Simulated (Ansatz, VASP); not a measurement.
## One calculation of MgSi4N, two programs

```
Mg Si N
1.0
     4.88650    0.00000    0.00000
     0.00000    4.88650    0.00000
     0.00000    0.00000    4.88650
Mg Si N
1 4 1
Direct
  0.00000 0.00000 0.00000
  0.71511 0.71511 0.71511
  0.28489 0.28489 0.71511
  0.28489 0.71511 0.28489
  0.71511 0.28489 0.28489
  0.50000 0.50000 0.50000
```

Alike in both runs: functional PBE; k mesh 4 × 4 × 4; occupations gaussian, width 0.1 eV; no spin polarisation.

Ansatz relaxed the structure, and its values are those at the end. VASP's run is a single point on that final structure, the one shown.

|  | VASP | Ansatz |
| --- | --- | --- |
| version | VASP 6.6.1 | Ansatz 0.2.0 |
| potentials or method | VASP PAW PBE potentials, release 64 (Mg, Si, N), cutoff 520 eV | scalar-relativistic, plane waves, PAW |
| valence electrons in the cell | 23 | 31 |

|  | VASP | Ansatz | Ansatz less VASP |
| --- | --- | --- | --- |
| gap on the k mesh at the Fermi level (eV) | none | none | - |
| pressure (GPa) | 0.1 | 0.2 | +0.07 |
| rms of the force components (eV/Å) | 0.015 | 0.002 | -0.0125 |

A gap of «none» marks a metal or a gap that the smearing closes. VASP's potentials hold 23 valence electrons a cell and Ansatz's 31, so a difference there can come from the potentials and not from the codes.
